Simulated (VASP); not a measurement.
Here is a VASP 6.6.1 calculation.

INCAR

```
  PREC = Accurate
  ENCUT = 600
  EDIFF = 1E-6
  ISMEAR = 0
  SIGMA = 0.05
  LREAL = F
  LASPH = T
  NELM = 120
  ALGO = Normal
  ISIF = 2
  LWAVE = F
  LCHARG = F
  GGA = PE
  IVDW = 12
  NBANDS = 11
  GGA_COMPAT = F
```

KPOINTS

```
regular mesh
0
Gamma
  12 12 12
```

Contents of POSCAR:

```
BN
1.0
    1.2027024292      0.6943805712      3.2955578494
   -1.2027024292      0.6943805712      3.2955578494
    0.0000000000     -1.3887611425      3.2955578494
B N
1 1
Direct
    0.9922303022      0.9922303022      0.9922303022
    0.3384989564      0.3384989564      0.3384989564
```

Potentials or basis: VASP PAW PBE potentials, release 64 (B, N).

Run with:

```console
$ cat potpaw_PBE.64/B/POTCAR potpaw_PBE.64/N/POTCAR > POTCAR
$ mpirun -np 1 vasp_std > vasp.out
```

(1) Predict the pressure.

(2) What does it give for the band gap on the k mesh?

(3) Estimate the largest force.

## Answers

(1) 33.9 GPa.

(2) 4.15 eV (least direct gap 4.91 eV).

(3) 1.513 eV/Å.

Caveat: the cell differs from its parent crystal (atoms displaced along a vibrational mode, the cell strained); the stress differs along the axes, from -3 to 52 GPa; forces of over 1 eV/Å act on the atoms, so gaps and moduli don't describe the material at rest.
